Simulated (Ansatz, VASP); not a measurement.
W in VASP and in Ansatz

```
CELL_PARAMETERS angstrom
-1.58422 1.58422 1.58422
1.58422 -1.58422 1.58422
1.58422 1.58422 -1.58422
ATOMIC_POSITIONS crystal
W 0.00000 0.00000 0.00000
```

Alike in both runs: task relaxation of cell and atoms; functional r2SCAN; k mesh 20 × 20 × 20; occupations fermi-dirac, width 0.15 eV; no spin polarisation.

|  | VASP | Ansatz |
| --- | --- | --- |
| version | VASP 6.6.1 | Ansatz 0.2.0 |
| potentials or method | VASP PAW PBE potentials, release 64 (W_sv), cutoff 600 eV | scalar-relativistic, plane waves, PAW |
| valence electrons in the cell | 14 | 14 |

|  | VASP | Ansatz | Ansatz less VASP |
| --- | --- | --- | --- |
| gap on the k mesh at the Fermi level, each at its own relaxed structure (eV) | none | none | - |
| relaxed volume (Å³/atom) | 15.97 | 15.91 | -0.062 |
| relaxed cell length with the largest relative difference (Å) | 2.748 | 2.744 | -0.0036 |

VASP's potentials were made for PBE, not for r2SCAN. A gap of «none» marks a metal or a gap that the smearing closes.

Neither program's run includes spin-orbit coupling.
